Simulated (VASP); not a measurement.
# Be (P1) in VASP: further runs

Be is run at these levels: PBEsol; tasks: single point.

Everything below comes from runs of VASP 6.6.1. Logs are shortened: lines on timing, memory, paths and dates and some standing lists are left out, and cuts for length are marked.

## (1) The cell of the first run

The typed cell holds 36 atoms: a = 6.870 Å, b = 6.870 Å, c = 7.177 Å, α = 90.00°, β = 90.00°, γ = 120.00°.

## (2) Single point, PBEsol

Contents of INCAR:

```
SYSTEM = Be
PREC = Accurate
ENCUT = 520
EDIFF = 1E-7
ISMEAR = -1
SIGMA = 0.17
LREAL = Auto
LASPH = .TRUE.
NELM = 60
ALGO = Normal
ISIF = 2
LWAVE = .FALSE.
LCHARG = .FALSE.
GGA = PS
NBANDS = 60
```

Contents of KPOINTS:

```
Automatic mesh
0
G
  2 2 2
  0 0 0
```

Contents of POSCAR:

```
Be
1.0
    6.8700000000      0.0000000000      0.0000000000
   -3.4350000000      5.9495950000      0.0000000000
    0.0000000000      0.0000000000      7.1768600000
Be
36
Direct
   -0.0001538665      0.0093283660      0.0005712805
    0.1390316023      0.2697662614      0.2253353138
    0.0133439345     -0.0076643872      0.4958296525
    0.0975757776      0.2161995901      0.7526689945
   -0.0236866412      0.3540240974      0.0082905337
    0.0719045672      0.5477683775      0.2482283338
    0.0667508369      0.3501246724      0.4994663404
    0.1416012514      0.5632316149      0.7694451334
    0.0279171200      0.6894586942     -0.0089872173
    0.1147800251      0.8688322482      0.2558500514
   -0.0326187801      0.5922588008      0.5022391408
    0.1187260806      0.8695045629      0.7450194096
    0.2865777912      0.0155136610     -0.0224610763
    0.4194958406      0.2337806187      0.2514609453
    0.3397348765     -0.0099334493      0.4852539969
    0.4457709810      0.2332595748      0.7657945118
    0.3258964612      0.3757230534     -0.0173474193
    0.4530621949      0.5156149284      0.2498585732
    0.3317874184      0.3234001642      0.4999261515
    0.4865932652      0.5930991941      0.7326463105
    0.3233379463      0.6829204341      0.0414248014
    0.4691314181      0.9663851069      0.2188561571
    0.3561195185      0.6835927488      0.5089412361
    0.4672351848      0.9193903114      0.6989128951
    0.6766002618     -0.0311954007     -0.0268083814
    0.7760355946      0.2070056869      0.2250845077
    0.6978042145      0.0028573373      0.5214815393
    0.8089081298      0.2765062160      0.7485585618
    0.6096928287      0.2547568364     -0.0132509203
    0.7692323668      0.5688286346      0.2341135260
    0.6356376493      0.3435023729      0.5160752753
    0.7826452790      0.5705598448      0.7588137431
    0.6599634654      0.6761132480     -0.0526274722
    0.7542626561      0.8762109018      0.2285121906
    0.6706775174      0.6555908427      0.4949657650
    0.7736081852      0.8913211740      0.7519862447
```

Potentials or basis: VASP PAW PBE potentials, release 64 (Be).

Run with:

```console
cat potpaw_PBE.64/Be/POTCAR > POTCAR
mpirun -np 1 vasp_std > vasp.out
```

OUTCAR:

```text
SYSTEM = Be
   PREC = Accurate
   ENCUT = 520
   EDIFF = 1E-7
   ISMEAR = -1
   LREAL = Auto
   LASPH = .TRUE.
   NELM = 60
   ISIF = 2
   GGA = PS

 ion  position               nearest neighbor table
   1  1.000  0.009  0.001-  13 1.96  25 2.10   4 2.16  34 2.19  36 2.24   2 2.24   9 2.30  33 2.34
                            10 2.38
   2  0.139  0.270  0.225-  18 1.97  17 2.07  14 2.07   5 2.16   7 2.17   6 2.18   1 2.24  19 2.30
                            26 2.31
   3  0.013  0.992  0.496-  10 2.18  27 2.21  19 2.23  12 2.25  15 2.25   4 2.28   7 2.30  36 2.33
                            35 2.33
   4  0.098  0.216  0.753-   7 2.09  17 2.16   1 2.16  28 2.22  36 2.23   8 2.25   3 2.28  19 2.29
                            16 2.34
   5  0.976  0.354  0.008-  26 1.99   6 2.07  28 2.11   9 2.15   2 2.16   8 2.16  29 2.26  21 2.34
                            17 2.34
   6  0.072  0.548  0.248-  11 2.04   5 2.07  10 2.07  21 2.11  30 2.16   9 2.18   2 2.18  26 2.21
                             7 2.25
   7  0.067  0.350  0.499-  19 1.92  11 2.09   4 2.09  23 2.16   2 2.17   6 2.25   3 2.30   8 2.33
                            28 2.39
   8  0.142  0.563  0.769-   9 2.14  28 2.15   5 2.16  12 2.19  21 2.24   4 2.25  23 2.27  20 2.29
                            11 2.32   7 2.33
   9  0.028  0.689  0.991-  13 2.05  12 2.07  21 2.08   8 2.14   5 2.15   6 2.18  10 2.18  32 2.22
[... 40 lines left out ...]
  32  0.783  0.571  0.759-  33 1.92  28 2.12  20 2.12  12 2.19  11 2.20   9 2.22  31 2.22  35 2.23
                            36 2.24  16 2.32
  33  0.660  0.676  0.947-  20 1.85  36 1.90  32 1.92  25 1.96  17 2.20  34 2.34   1 2.34
  34  0.754  0.876  0.229-  25 2.09  30 2.17   1 2.19  26 2.20  18 2.31  35 2.33  22 2.33  33 2.34
                            27 2.38
  35  0.671  0.656  0.495-  20 2.04  31 2.04  30 2.17  18 2.19  32 2.23  23 2.27  11 2.29  19 2.31
                            27 2.31  36 2.32  34 2.33   3 2.33
  36  0.774  0.891  0.752-  25 1.90  33 1.90  27 2.00  20 2.02   4 2.23   1 2.24  32 2.24  24 2.24
                            35 2.32   3 2.33

  LATTYP: Found a hexagonal cell.
 ALAT       =     6.8700000000
 C/A-ratio  =     1.0446666667

  Lattice vectors:

 A1 = (   6.8700000000,   0.0000000000,   0.0000000000)
 A2 = (  -3.4350000000,   5.9495950000,   0.0000000000)
 A3 = (   0.0000000000,   0.0000000000,   7.1768600000)

Analysis of symmetry for initial positions (statically):
=====================================================================
 Subroutine PRICEL returns:
 Original cell was already a primitive cell.

 Routine SETGRP: Setting up the symmetry group for a
 hexagonal supercell.

 Subroutine GETGRP returns: Found  1 space group operations
 (whereof  1 operations were pure point group operations)
 out of a pool of 24 trial point group operations.

The static configuration has the point symmetry C_1 .

Analysis of symmetry for dynamics (positions and initial velocities):
=====================================================================
 Subroutine PRICEL returns:
 Original cell was already a primitive cell.

 Routine SETGRP: Setting up the symmetry group for a
 hexagonal supercell.

 Subroutine GETGRP returns: Found  1 space group operations
 (whereof  1 operations were pure point group operations)
 out of a pool of 24 trial point group operations.

The dynamic configuration has the point symmetry C_1 .

 Subroutine INISYM returns: Found  1 space group operations
 (whereof  1 operations are pure point group operations),
 and found     1 'primitive' translations

----------------------------------------------------------------------------------------

                                     Primitive cell

  volume of cell :     293.3449

  direct lattice vectors                    reciprocal lattice vectors
     6.870000000  0.000000000  0.000000000     0.145560408  0.084039334  0.000000000
    -3.435000000  5.949595000  0.000000000     0.000000000  0.168078668  0.000000000
     0.000000000  0.000000000  7.176860000     0.000000000  0.000000000  0.139336702

  length of vectors
     6.870000000  6.870000412  7.176860000     0.168078678  0.168078668  0.139336702

  position of ions in fractional coordinates (direct lattice)
     0.999846134  0.009328366  0.000571280
     0.139031602  0.269766261  0.225335314
     0.013343934  0.992335613  0.495829652
     0.097575778  0.216199590  0.752668994
     0.976313359  0.354024097  0.008290534
     0.071904567  0.547768377  0.248228334
[... 28 lines left out ...]
     0.670677517  0.655590843  0.494965765
     0.773608185  0.891321174  0.751986245

  ion indices of the primitive-cell ions
   primitive index   ion index
                 1           1
                 2           2
                 3           3
                 4           4
                 5           5
                 6           6
[... 28 lines left out ...]
                35          35
                36          36

----------------------------------------------------------------------------------------

 KPOINTS: Automatic mesh

Automatic generation of k-mesh.
 Grid dimensions read from file:
 generate k-points for:    2    2    2

 Generating k-lattice:

  Cartesian coordinates                     Fractional coordinates (reciprocal lattice)
     0.072780204  0.042019667  0.000000000     0.500000000  0.000000000  0.000000000
     0.000000000  0.084039334  0.000000000     0.000000000  0.500000000  0.000000000
     0.000000000  0.000000000  0.069668351     0.000000000  0.000000000  0.500000000

  Length of vectors
     0.084039339  0.084039334  0.069668351

  Shift w.r.t. Gamma in fractional coordinates (k-lattice)
     0.000000000  0.000000000  0.000000000

 Subroutine IBZKPT returns following result:
 ===========================================

 Found      8 irreducible k-points:

 Following reciprocal coordinates:
            Coordinates               Weight
  0.000000  0.000000  0.000000      1.000000
  0.500000  0.000000  0.000000      1.000000
  0.000000  0.500000  0.000000      1.000000
  0.500000  0.500000  0.000000      1.000000
  0.000000  0.000000  0.500000      1.000000
  0.500000  0.000000  0.500000      1.000000
  0.000000  0.500000  0.500000      1.000000
  0.500000  0.500000  0.500000      1.000000
   k-points           NKPTS =      8   k-points in BZ     NKDIM =      8   number of bands    NBANDS=     60
   number of dos      NEDOS =    301   number of ions     NIONS =     36
   total plane-waves  NPLWV = 157464
   dimension x,y,z NGX =    54 NGY =   54 NGZ =   54
   dimension x,y,z NGXF=   108 NGYF=  108 NGZF=  108
   ions per type =              36
   NGX,Y,Z   is equivalent  to a cutoff of  13.07, 13.07, 12.51 a.u.
   NGXF,Y,Z  is equivalent  to a cutoff of  26.13, 26.13, 25.02 a.u.
 SYSTEM =  Be
   PREC   = accura    normal or accurate (medium, high low for compatibility)
   ISTART =      0    job   : 0-new  1-cont  2-samecut
   ICHARG =      2    charge: 1-file 2-atom 10-const
   ISPIN  =      1    spin polarized calculation?
   LNONCOLLINEAR =      F non collinear calculations
   LSORBIT =      F    spin-orbit coupling
   LASPH  =      T    aspherical Exc in radial PAW
   ENCUT  =  520.0 eV  38.22 Ry    6.18 a.u.  12.77 12.77 13.34*2*pi/ulx,y,z
   NELM   =     60;   NELMIN=  2; NELMDL= -5     # of ELM steps
   EDIFF  = 0.1E-06   stopping-criterion for ELM
   LREAL  =      T    real-space projection
   EDIFFG = 0.1E-05   stopping-criterion for IOM
   NSW    =      0    number of steps for IOM
   IBRION =     -1    ionic relax: 0-MD 1-quasi-New 2-CG
   NFREE  =      0    steps in history (QN), initial steepest desc. (CG)
   ISIF   =      2    stress and relaxation
   ISYM   =      2    0-nonsym 1-usesym 2-fastsym
   POTIM  = 0.5000    time-step for ionic-motion
   TEBEG  =    0.0;   TEEND  =   0.0 temperature during run
   PSTRESS=    0.0 pullay stress
   NELECT =      72.0000    total number of electrons
   NUPDOWN=      -1.0000    fix difference up-down
   EMIN   =  10.00;   EMAX   =-10.00  energy-range for DOS
   EFERMI =   0.00;   METHOD = LEGACY
   ISMEAR =    -1;   SIGMA  =   0.17  broadening in eV -4-tet -1-fermi 0-gaus
   EFERMI_NEDOS =   21; number of points for ismear=-14 and -15
   IALGO  =     38    algorithm
   IMIX   =      4    mixing-type and parameters
     AMIX     =   0.40;   BMIX     =  1.00
     AMIX_MAG =   1.60;   BMIX_MAG =  1.00
  volume/ion in A,a.u.               =       8.15        54.99
  Fermi-wavevector in a.u.,A,eV,Ry     =   1.025005  1.936979 14.294770  1.050636
  Thomas-Fermi vector in A             =   2.158823
   LORBIT       =      0    0 simple, 1 ext, 2 COOP (PROOUT), +10 PAW based schemes
   GGA     = PS    functional components
   LHFCALC =     F    Hartree Fock is set to
   AEXX    =    0.0000 exact exchange contribution
   IVDW    =     0    specifies the selected vdW correction
   LEPSILON=     F    determine dielectric tensor
   LRPA    =     F    only Hartree local field effects (RPA)
 non-spin polarized calculation
  energy-cutoff  :      520.00
  volume of cell :      293.34
 maximum number of plane-waves:      7912
 NGX is ok and might be reduce to    54
   NGX = 25   NGY = 25   NGZ = 27

 number of electron      72.0000000 magnetization

 Free energy of the ion-electron system (eV)
  ---------------------------------------------------
  ext. energy  EPLUGINS =         0.00000000
  ---------------------------------------------------
  free energy    TOTEN  =      -135.51913824 eV

  energy without entropy =     -135.12863841  energy(sigma->0) =     -135.32388833

 E-fermi :   6.5271     XC(G=0): -10.4768

 val. band max:        6.4691527481   @ k =   0.0000   0.0000   0.0000
 cond. band min:       6.5273015717   @ k =   0.0000   0.0000   0.5000
 fundamental gap:      0.0581488236
 Fermi energy:         6.5271146514

 k-point     1 :       0.0000    0.0000    0.0000
  band No.  band energies     occupation
      1      -4.4353      2.00000
      2      -2.4021      2.00000
      3      -2.2916      2.00000
      4      -1.4633      2.00000
      5      -1.4434      2.00000
      6      -1.3699      2.00000
[... 397 lines left out ...]
     47       9.3055      0.00000
     48       9.4997      0.00000
 [bands above 48 left out]

------------------------ aborting loop because EDIFF is reached ----------------------------------------

  FORCE on cell =-STRESS in cart. coord.  units (eV):
  Direction    XX          YY          ZZ          XY          YZ          ZX
  --------------------------------------------------------------------------------------
  -------------------------------------------------------------------------------------
  Total       11.5765041      5.4216720      2.6401299      1.1940188     -0.3450090     -0.8057616
  in kB       63.2279930     29.6118272     14.4197346      6.5214346     -1.8843533     -4.4008699
  external PRESSURE =      35.7531849 kB  Pullay stress =       0.0000000 kB

 VOLUME and BASIS-vectors are now :
 -----------------------------------------------------------------------------
  energy-cutoff  :      520.00
  volume of cell :      293.34
      direct lattice vectors                 reciprocal lattice vectors
     6.870000000  0.000000000  0.000000000     0.145560408  0.084039334  0.000000000
    -3.435000000  5.949595000  0.000000000     0.000000000  0.168078668  0.000000000
     0.000000000  0.000000000  7.176860000     0.000000000  0.000000000  0.139336702

 POSITION                                       TOTAL-FORCE (eV/Angst)
 -----------------------------------------------------------------------------------
      6.83690      0.05550      0.00410        -0.644128     -0.509162     -0.066133
      0.02850      1.60500      1.61720        -1.005007     -1.099013      0.594245
     -3.31700      5.90400      3.55850        -0.564150      0.191824      0.082574
     -0.07230      1.28630      5.40180         0.344929     -0.157853     -0.163137
      5.49120      2.10630      0.05950         1.069409     -0.111751     -1.104419
     -1.38760      3.25900      1.78150         0.764567     -0.436177      0.492014
[... 28 lines left out ...]
      2.35560      3.90050      3.55230         0.035903      1.239649     -0.667224
      2.25300      5.30300      5.39690         1.627364      0.552863     -1.779263
 -----------------------------------------------------------------------------------
    total drift:                                0.000367      0.000429     -0.000611

  FREE ENERGIE OF THE ION-ELECTRON SYSTEM (eV)
  ---------------------------------------------------
  free  energy   TOTEN  =      -135.5191382420 eV

  energy  without entropy=     -135.1286384119  energy(sigma->0) =     -135.32388833
```

It took 12 min on 1 thread of Intel Xeon 8259CL, shared host; peak memory 0.42 GiB.

Results:

| Property | Result |
| --- | --- |
| Free energy | -135.5191 eV |
| Pressure | 3.6 GPa |
| Largest force | 4.342 eV/Å |
| Band gap on the k mesh | zero (bands 36 and 37 overlap by 0.60 eV) |

Forces on the atoms (eV/Å):
```
Be  -0.644 -0.509 -0.066
Be  -1.005 -1.099  0.594
Be  -0.564  0.192  0.083
Be   0.345 -0.158 -0.163
Be   1.069 -0.112 -1.104
Be   0.765 -0.436  0.492
Be  -2.090 -0.326 -0.010
Be   0.105 -0.052 -0.624
Be  -1.151 -0.330  0.349
Be  -0.323  0.434 -0.611
Be  -0.078  1.488  0.553
Be  -0.676  0.440 -0.899
Be   1.582  0.119  1.041
Be   1.363 -1.940 -0.580
Be  -0.675  0.940 -0.091
Be  -0.669 -0.002 -1.861
Be   0.640 -0.774 -0.120
Be  -1.068  2.981 -0.011
Be   0.360  0.145  0.573
Be  -1.878 -1.495 -0.341
Be   0.820 -0.273 -1.078
Be   0.108 -1.319  0.073
Be  -0.454 -0.642 -1.483
Be  -0.422  0.002  3.734
Be  -1.780  1.950  1.064
Be   0.723  0.885  1.414
Be  -0.023  0.763 -2.616
Be  -0.184 -1.278 -0.807
Be   1.099  1.248  1.475
Be   1.131 -0.371 -0.119
Be   0.790 -0.877 -0.606
Be   0.731 -0.769 -1.023
Be   0.576 -0.403  4.284
Be  -0.185 -0.217  0.928
Be   0.036  1.240 -0.667
Be   1.627  0.553 -1.779
```

Levels at points of the mesh, in eV from the Fermi level:
| k point | band 34 | band 35 | band 36 | band 37 | band 38 | band 39 |
| --- | --- | --- | --- | --- | --- | --- |
| (0.00, 0.00, 0.00) | -0.20 | -0.06 | 0.09 | 0.15 | 0.22 | 0.31 |
| (0.50, 0.00, 0.00) | -0.75 | -0.45 | -0.28 | 0.80 | 1.14 | 1.32 |
| (0.00, 0.50, 0.00) | -0.81 | -0.43 | 0.10 | 0.83 | 0.95 | 1.08 |
| (0.50, 0.50, 0.00) | -0.90 | -0.55 | -0.27 | 0.94 | 1.03 | 1.16 |
| (0.00, 0.00, 0.50) | -1.44 | -1.13 | -1.03 | -0.50 | 0.00 | 0.09 |
| (0.50, 0.00, 0.50) | -1.32 | -1.16 | -1.12 | 1.01 | 1.32 | 1.38 |
| (0.00, 0.50, 0.50) | -1.30 | -1.05 | -0.95 | 0.96 | 1.10 | 1.31 |
| (0.50, 0.50, 0.50) | -1.30 | -1.07 | -0.72 | 0.97 | 1.20 | 1.48 |

Caveat: the k points lie up to 0.53 Å⁻¹ apart, too coarse for converged energies and pressures of a metal; the PAW data sets were made with another functional, which shifts forces and pressure a little.

(Continued in part 2 of 3.)

The gap in the log of VASP goes by the Fermi energy; the results here count the filled bands.